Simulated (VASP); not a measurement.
# LaH3O3 (P6_3/m) in VASP: single point with LDA

Aim: the single point of LaH3O3 with LDA.

All numbers are computed with VASP 6.6.1; they aren't measurements. Logs are shortened: lines on timing, memory, paths and dates and some standing lists are left out, and cuts for length are marked.

**1. The cell of the first run**

The structure is hexagonal, space group P6_3/m (No. 176). The conventional cell has a = 6.392 Å, b = 6.392 Å, c = 3.747 Å, α = 90.00°, β = 90.00°, γ = 120.00°. La (site symmetry -6) has 9 O at 2.49 to 2.54 Å and 12 H at 2.86 to 3.26 Å within 3.3 Å. Within 1.3 Å of H (site symmetry m) lie 1 O at 0.98 Å. O (site symmetry m) has 1 H at 0.98 Å within 1.3 Å.

**2. Single point, LDA**

INCAR

```
SYSTEM = LaH3O3
  ALGO = Normal
  EDIFF = 1E-6
  ENCUT = 910
  GGA_COMPAT = .False.
  ISIF = 2
  ISMEAR = 0
  LASPH = .True.
  LCHARG = .True.
  LELF = .True.
  LMAXMIX = 6
  LREAL = .False.
  LVHAR = .True.
  LWAVE = .False.
  NBANDS = 45
  NELM = 200
  PREC = Accurate
  SIGMA = 0.02
```

KPOINTS

```
k-points
0
Gamma
  6 6 6
  0 0 0
```

POSCAR

```
LaH3O3
1.0
    6.3918307280      0.0000000000      0.0000000000
   -3.1959153640      5.5354877871      0.0000000000
    0.0000000000      0.0000000000      3.7468499365
La H O
2 6 6
Direct
    0.3333333333      0.6666666667      0.2500000000
    0.6666666667      0.3333333333      0.7500000000
    0.2766910051      0.1310119128      0.2500000000
    0.1456790923      0.2766910051      0.7500000000
    0.8689880872      0.1456790923      0.2500000000
    0.7233089949      0.8689880872      0.7500000000
    0.8543209077      0.7233089949      0.2500000000
    0.1310119128      0.8543209077      0.7500000000
    0.3862417228      0.3057348947      0.2500000000
    0.0805068281      0.3862417228      0.7500000000
    0.6942651053      0.0805068281      0.2500000000
    0.6137582772      0.6942651053      0.7500000000
    0.9194931719      0.6137582772      0.2500000000
    0.3057348947      0.9194931719      0.7500000000
```

Potentials or basis: VASP PAW LDA potentials, release 64 (La, H_h, O_h).

Command:

```sh
> cat potpaw_LDA.64/La/POTCAR potpaw_LDA.64/H_h/POTCAR potpaw_LDA.64/O_h/POTCAR > POTCAR
> mpirun -np 1 vasp_std > vasp.out
```

OUTCAR:

```text
SYSTEM = LaH3O3
   EDIFF = 1E-6
   ENCUT = 910
   ISIF = 2
   ISMEAR = 0
   LASPH = .True.
   LREAL = .False.
   NELM = 200
   PREC = Accurate

 ion  position               nearest neighbor table
   1  0.333  0.667  0.250-  13 2.49  11 2.49   9 2.49  14 2.54  14 2.54  10 2.54  10 2.54  12 2.54
                            12 2.54
   2  0.667  0.333  0.750-  10 2.49  14 2.49  12 2.49  11 2.54  11 2.54  13 2.54  13 2.54   9 2.54
                             9 2.54
   3  0.277  0.131  0.250-   9 0.98
   4  0.146  0.277  0.750-  10 0.98
   5  0.869  0.146  0.250-  11 0.98
   6  0.723  0.869  0.750-  12 0.98
   7  0.854  0.723  0.250-  13 0.98
   8  0.131  0.854  0.750-  14 0.98
   9  0.386  0.306  0.250-   3 0.98   1 2.49   2 2.54   2 2.54
  10  0.081  0.386  0.750-   4 0.98   2 2.49   1 2.54   1 2.54
  11  0.694  0.081  0.250-   5 0.98   1 2.49   2 2.54   2 2.54
  12  0.614  0.694  0.750-   6 0.98   2 2.49   1 2.54   1 2.54
  13  0.919  0.614  0.250-   7 0.98   1 2.49   2 2.54   2 2.54
  14  0.306  0.919  0.750-   8 0.98   2 2.49   1 2.54   1 2.54

  LATTYP: Found a hexagonal cell.
 ALAT       =     6.3918307280
 C/A-ratio  =     0.5861935486

  Lattice vectors:

 A1 = (   6.3918307280,   0.0000000000,   0.0000000000)
 A2 = (  -3.1959153640,   5.5354877871,   0.0000000000)
 A3 = (   0.0000000000,   0.0000000000,   3.7468499365)

Analysis of symmetry for initial positions (statically):
=====================================================================
 Subroutine PRICEL returns:
 Original cell was already a primitive cell.

 Routine SETGRP: Setting up the symmetry group for a
 hexagonal supercell.

 Subroutine GETGRP returns: Found 12 space group operations
 (whereof  6 operations were pure point group operations)
 out of a pool of 24 trial point group operations.

The static configuration has the point symmetry S_6 .
 The point group associated with its full space group is C_6h.

Analysis of symmetry for dynamics (positions and initial velocities):
=====================================================================
 Subroutine PRICEL returns:
 Original cell was already a primitive cell.

 Routine SETGRP: Setting up the symmetry group for a
 hexagonal supercell.

 Subroutine GETGRP returns: Found 12 space group operations
 (whereof  6 operations were pure point group operations)
 out of a pool of 24 trial point group operations.

The dynamic configuration has the point symmetry S_6 .
 The point group associated with its full space group is C_6h.

 Subroutine INISYM returns: Found 12 space group operations
 (whereof  6 operations are pure point group operations),
 and found     1 'primitive' translations

----------------------------------------------------------------------------------------

                                     Primitive cell

  volume of cell :     132.5707

  direct lattice vectors                    reciprocal lattice vectors
     6.391830728  0.000000000  0.000000000     0.156449700  0.090326276  0.000000000
    -3.195915364  5.535487787  0.000000000     0.000000000  0.180652553  0.000000000
     0.000000000  0.000000000  3.746849936     0.000000000  0.000000000  0.266890860

  length of vectors
     6.391830728  6.391830728  3.746849936     0.180652553  0.180652553  0.266890860

  position of ions in fractional coordinates (direct lattice)
     0.333333333  0.666666667  0.250000000
     0.666666667  0.333333333  0.750000000
     0.276691005  0.131011913  0.250000000
     0.145679092  0.276691005  0.750000000
     0.868988087  0.145679092  0.250000000
     0.723308995  0.868988087  0.750000000
     0.854320908  0.723308995  0.250000000
     0.131011913  0.854320908  0.750000000
     0.386241723  0.305734895  0.250000000
     0.080506828  0.386241723  0.750000000
     0.694265105  0.080506828  0.250000000
     0.613758277  0.694265105  0.750000000
     0.919493172  0.613758277  0.250000000
     0.305734895  0.919493172  0.750000000

  ion indices of the primitive-cell ions
   primitive index   ion index
                 1           1
                 2           2
                 3           3
                 4           4
                 5           5
                 6           6
                 7           7
                 8           8
                 9           9
                10          10
                11          11
                12          12
                13          13
                14          14

----------------------------------------------------------------------------------------

 KPOINTS: k-points

Automatic generation of k-mesh.
 Grid dimensions read from file:
 generate k-points for:    6    6    6

 Generating k-lattice:

  Cartesian coordinates                     Fractional coordinates (reciprocal lattice)
     0.026074950  0.015054379  0.000000000     0.166666667  0.000000000  0.000000000
     0.000000000  0.030108759  0.000000000     0.000000000  0.166666667  0.000000000
     0.000000000  0.000000000  0.044481810     0.000000000  0.000000000  0.166666667

  Length of vectors
     0.030108759  0.030108759  0.044481810

  Shift w.r.t. Gamma in fractional coordinates (k-lattice)
     0.000000000  0.000000000  0.000000000

 Subroutine IBZKPT returns following result:
 ===========================================

 Found     32 irreducible k-points:

 Following reciprocal coordinates:
            Coordinates               Weight
  0.000000  0.000000  0.000000      1.000000
  0.166667  0.000000  0.000000      6.000000
  0.333333  0.000000  0.000000      6.000000
  0.500000 -0.000000  0.000000      3.000000
  0.166667  0.166667  0.000000      6.000000
  0.333333  0.166667  0.000000      6.000000
[... 16 lines left out ...]
 -0.333333  0.500000 -0.333333     12.000000
  0.333333  0.333333  0.333333      4.000000
 [... further k-points ...]
   k-points           NKPTS =     32   k-points in BZ     NKDIM =     32   number of bands    NBANDS=     45
   number of dos      NEDOS =    301   number of ions     NIONS =     14
   total plane-waves  NPLWV = 163840
   dimension x,y,z NGX =    64 NGY =   64 NGZ =   40
   dimension x,y,z NGXF=   128 NGYF=  128 NGZF=   80
   ions per type =               2   6   6
   NGX,Y,Z   is equivalent  to a cutoff of  16.65, 16.65, 17.75 a.u.
   NGXF,Y,Z  is equivalent  to a cutoff of  33.29, 33.29, 35.50 a.u.
 SYSTEM =  LaH3O3
   PREC   = accura    normal or accurate (medium, high low for compatibility)
   ISTART =      0    job   : 0-new  1-cont  2-samecut
   ICHARG =      2    charge: 1-file 2-atom 10-const
   ISPIN  =      1    spin polarized calculation?
   LNONCOLLINEAR =      F non collinear calculations
   LSORBIT =      F    spin-orbit coupling
   LASPH  =      T    aspherical Exc in radial PAW
   ENCUT  =  910.0 eV  66.88 Ry    8.18 a.u.  15.72 15.72  9.22*2*pi/ulx,y,z
   NELM   =    200;   NELMIN=  2; NELMDL= -5     # of ELM steps
   EDIFF  = 0.1E-05   stopping-criterion for ELM
   LREAL  =      F    real-space projection
   EDIFFG = 0.1E-04   stopping-criterion for IOM
   NSW    =      0    number of steps for IOM
   IBRION =     -1    ionic relax: 0-MD 1-quasi-New 2-CG
   NFREE  =      0    steps in history (QN), initial steepest desc. (CG)
   ISIF   =      2    stress and relaxation
   ISYM   =      2    0-nonsym 1-usesym 2-fastsym
   POTIM  = 0.5000    time-step for ionic-motion
   TEBEG  =    0.0;   TEEND  =   0.0 temperature during run
   PSTRESS=    0.0 pullay stress
   NELECT =      64.0000    total number of electrons
   NUPDOWN=      -1.0000    fix difference up-down
   EMIN   =  10.00;   EMAX   =-10.00  energy-range for DOS
   EFERMI =   0.00;   METHOD = LEGACY
   ISMEAR =     0;   SIGMA  =   0.02  broadening in eV -4-tet -1-fermi 0-gaus
   EFERMI_NEDOS =   21; number of points for ismear=-14 and -15
   IALGO  =     38    algorithm
   IMIX   =      4    mixing-type and parameters
     AMIX     =   0.40;   BMIX     =  1.00
     AMIX_MAG =   1.60;   BMIX_MAG =  1.00
  volume/ion in A,a.u.               =       9.47        63.90
  Fermi-wavevector in a.u.,A,eV,Ry     =   1.284258  2.426896 22.440348  1.649319
  Thomas-Fermi vector in A             =   2.416463
   LORBIT       =      0    0 simple, 1 ext, 2 COOP (PROOUT), +10 PAW based schemes
   GGA     = CA    functional components
   LHFCALC =     F    Hartree Fock is set to
   AEXX    =    0.0000 exact exchange contribution
   IVDW    =     0    specifies the selected vdW correction
   LEPSILON=     F    determine dielectric tensor
   LRPA    =     F    only Hartree local field effects (RPA)
 non-spin polarized calculation
 Gauss-broadening in eV      SIGMA  =   0.02
  energy-cutoff  :      910.00
  volume of cell :      132.57
 maximum number of plane-waves:      8293
   NGX = 31   NGY = 31   NGZ = 19

 number of electron      63.9999998 magnetization

 Free energy of the ion-electron system (eV)
  ---------------------------------------------------
  ext. energy  EPLUGINS =         0.00000000
  ---------------------------------------------------
  free energy    TOTEN  =       -94.40395643 eV

  energy without entropy =      -94.40395643  energy(sigma->0) =      -94.40395643

 E-fermi :   3.9053     XC(G=0): -10.6311

 val. band max:        3.7588387255   @ k =   0.0000   0.0000   0.0000
 cond. band min:       7.4626546686   @ k =   0.0000   0.0000   0.0000
 fundamental gap:      3.7038159432
 Fermi energy:         3.9053220819

 k-point     1 :       0.0000    0.0000    0.0000
  band No.  band energies     occupation
      1     -25.6598      2.00000
      2     -25.5233      2.00000
      3     -14.1804      2.00000
      4     -14.0498      2.00000
      5     -14.0498      2.00000
      6     -13.9901      2.00000
[... 36 lines left out ...]
     43       9.1919      0.00000
     44       9.2682      0.00000
[... 1040 lines left out ...]
      4     -14.3432      2.00000
      5     -14.2355      2.00000
      6     -13.6332      2.00000
[... 36 lines left out ...]
     43       9.2079      0.00000
     44       9.2286      0.00000

 [... further k-points ...]

 [bands above 44 left out]

------------------------ aborting loop because EDIFF is reached ----------------------------------------

  FORCE on cell =-STRESS in cart. coord.  units (eV):
  Direction    XX          YY          ZZ          XY          YZ          ZX
  --------------------------------------------------------------------------------------
  -------------------------------------------------------------------------------------
  Total       -0.1320704     -0.1320704     -0.4147693     -0.0000000     -0.0000000      0.0000000
  in kB       -1.5961311     -1.5961311     -5.0126765     -0.0000000     -0.0000000      0.0000000
  external PRESSURE =      -2.7349795 kB  Pullay stress =       0.0000000 kB

 VOLUME and BASIS-vectors are now :
 -----------------------------------------------------------------------------
  energy-cutoff  :      910.00
  volume of cell :      132.57
      direct lattice vectors                 reciprocal lattice vectors
     6.391830728  0.000000000  0.000000000     0.156449700  0.090326276  0.000000000
    -3.195915364  5.535487787  0.000000000     0.000000000  0.180652553  0.000000000
     0.000000000  0.000000000  3.746849936     0.000000000  0.000000000  0.266890860

 POSITION                                       TOTAL-FORCE (eV/Angst)
 -----------------------------------------------------------------------------------
     -0.00000      3.69033      0.93671        -0.000000      0.000000      0.000000
      3.19592      1.84516      2.81014        -0.000000      0.000000     -0.000000
      1.34986      0.72521      0.93671        -0.010438     -0.074369     -0.000000
      0.04688      1.53162      2.81014         0.059187     -0.046224     -0.000000
      5.08885      0.80640      0.93671         0.069625      0.028145     -0.000000
      1.84606      4.81027      2.81014         0.010438      0.074369     -0.000000
      3.14904      4.00387      0.93671        -0.059187      0.046224     -0.000000
     -1.89293      4.72908      2.81014        -0.069625     -0.028145     -0.000000
      1.49169      1.69239      0.93671         0.002793      0.073176      0.000000
     -0.71981      2.13804      2.81014        -0.061976      0.039007      0.000000
      4.18033      0.44564      0.93671        -0.064769     -0.034169      0.000000
      1.70423      3.84310      2.81014        -0.002793     -0.073176      0.000000
      3.91573      3.39745      0.93671         0.061976     -0.039007     -0.000000
     -0.98442      5.08984      2.81014         0.064769      0.034169     -0.000000
 -----------------------------------------------------------------------------------
    total drift:                               -0.000001      0.000001     -0.000000

  FREE ENERGIE OF THE ION-ELECTRON SYSTEM (eV)
  ---------------------------------------------------
  free  energy   TOTEN  =       -94.4039564317 eV

  energy  without entropy=      -94.4039564317  energy(sigma->0) =      -94.40395643
```

It took 29 min on 1 thread of AMD EPYC 7R43 (Zen 3), shared host; peak memory 0.54 GiB.

What came out:

```
Free energy            : -94.4040 eV
Pressure               : -0.3 GPa
Largest force          : 0.075 eV/Å
Band gap on the k mesh : 3.70 eV
```

Forces in eV/Å, atoms in the order of the input:
```
La   0.000  0.000  0.000
La   0.000  0.000  0.000
H   -0.010 -0.074  0.000
H    0.059 -0.046  0.000
H    0.070  0.028  0.000
H    0.010  0.074  0.000
H   -0.059  0.046  0.000
H   -0.070 -0.028  0.000
O    0.003  0.073  0.000
O   -0.062  0.039  0.000
O   -0.065 -0.034  0.000
O   -0.003 -0.073  0.000
O    0.062 -0.039  0.000
O    0.065  0.034  0.000
```

Levels at points of the mesh, in eV from the valence-band top:
| k point | band 28 | band 29 | band 30 | band 31 | band 32 | band 33 | band 34 | band 35 | band 36 | band 37 |
| --- | --- | --- | --- | --- | --- | --- | --- | --- | --- | --- |
| (0.00, 0.00, 0.00) | -1.29 | -1.29 | -0.77 | -0.77 | 0.00 | 3.70 | 4.81 | 5.25 | 5.25 | 5.27 |
| (0.50, 0.00, 0.00) | -1.39 | -1.24 | -0.79 | -0.75 | -0.49 | 4.47 | 5.06 | 5.08 | 5.23 | 5.27 |
| (0.00, 0.00, 0.50) | -1.22 | -0.94 | -0.94 | -0.94 | -0.94 | 5.05 | 5.05 | 5.27 | 5.27 | 5.27 |
| (0.50, 0.00, 0.50) | -1.36 | -0.80 | -0.80 | -0.73 | -0.73 | 5.08 | 5.08 | 5.18 | 5.18 | 5.25 |

Caveat: spin-orbit coupling is left out, which moves the levels of the heavy elements.
